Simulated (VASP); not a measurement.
# Pt: single point with r2SCAN

Crystal: Pt.

```
Pt
1.0
     2.74313    0.00000    0.00000
    -1.37156    2.37562    0.00000
     0.00000    0.00000    4.72559
Pt
2
Direct
  0.33333 0.66667 0.25000
  0.66667 0.33333 0.75000
```

* Program: VASP 6.6.1
* Task: single point
* Functional: r2SCAN
* Potentials or basis: VASP PAW PBE potentials, release 64 (Pt)
* Cutoff: 520 eV
* k mesh: 8 × 8 × 5
* Occupations: fermi-dirac, width 0.05 eV
* Spin: no spin polarisation
* Dipole correction: no
* Further INCAR settings: ALGO = Normal; EDIFF = 1e-06; NBANDS = 17

```yaml
Pressure: 0.7 GPa
Band_gap_on_the_k_mesh: zero (band 10 reaches 11.11 eV, above the bottom of band 11 at 9.84 eV)
```

Stress tensor (GPa, compression positive):
```
0.75 0.00 0.00
0.00 0.75 0.00
0.00 0.00 0.50
```

Levels at points of the mesh, in eV from the Fermi level:
| k point | band 7 | band 8 | band 9 | band 10 | band 11 | band 12 | band 13 | band 14 |
| --- | --- | --- | --- | --- | --- | --- | --- | --- |
| (0.00, 0.00, 0.00) | -3.23 | -2.00 | -2.00 | -0.56 | -0.25 | -0.25 | 5.25 | 16.04 |
| (0.50, 0.00, 0.00) | -2.69 | 0.02 | 0.33 | 0.55 | 2.51 | 4.07 | 7.88 | 9.51 |

Run time: 23 s on 1 thread of Intel(R) Xeon(R) 6975P-C (Granite Rapids), on a shared host, peak memory 0.14 GiB.

Caveat: the PAW data sets were made with another functional, which shifts forces and pressure a little; spin-orbit coupling is left out, which moves the levels of the heavy elements.
